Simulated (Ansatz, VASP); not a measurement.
## One calculation of Na2Ca2Se3, two programs

```
Na Ca Se
1.0
     3.42454    1.97716    4.47950
    -3.42454    1.97716    4.47950
     0.00000   -3.95431    4.47950
Na Ca Se
2 2 3
Direct
  0.72480 0.72480 0.72480
  0.27520 0.27520 0.27520
  0.50000 0.50000 0.50000
  0.00000 0.00000 0.00000
  0.00000 0.00000 0.50000
  0.50000 0.00000 0.00000
  0.00000 0.50000 0.00000
```

Alike in both runs: task relaxation of cell and atoms; functional PBE; k mesh 3 × 3 × 3; occupations gaussian, width 0.1 eV; no spin polarisation.

|  | VASP | Ansatz |
| --- | --- | --- |
| version | VASP 6.6.1 | Ansatz 0.2.0 |
| potentials or method | VASP PAW PBE potentials, release 64 (Na_pv, Ca_sv, Se), cutoff 600 eV | scalar-relativistic, plane waves, PAW |
| valence electrons in the cell | 52 | 86 |

Ansatz gave:

```
gap on the k mesh at the Fermi level, each at its own relaxed structure (eV) : none
relaxed volume (Å³/atom)                                                     : 30.85
relaxed length of the cell vector where the two differ most in proportion (Å)              : 6.276
```

Question: What did VASP give for the same quantities?

Answer: gap on the k mesh at the Fermi level, each at its own relaxed structure (eV): none; relaxed volume (Å³/atom): 30.58; relaxed length of the cell vector where the two differ most in proportion (Å): 6.300.

A gap of «none» marks a metal or a gap that the smearing closes. VASP's potentials hold 52 valence electrons a cell and Ansatz's 86, so a difference there can come from the potentials and not from the codes.

The k mesh is coarse, so the values compare programs but aren't converged. Noted on VASP's run: the volume moved by over 15 % at a fixed basis, so the end points are rough.
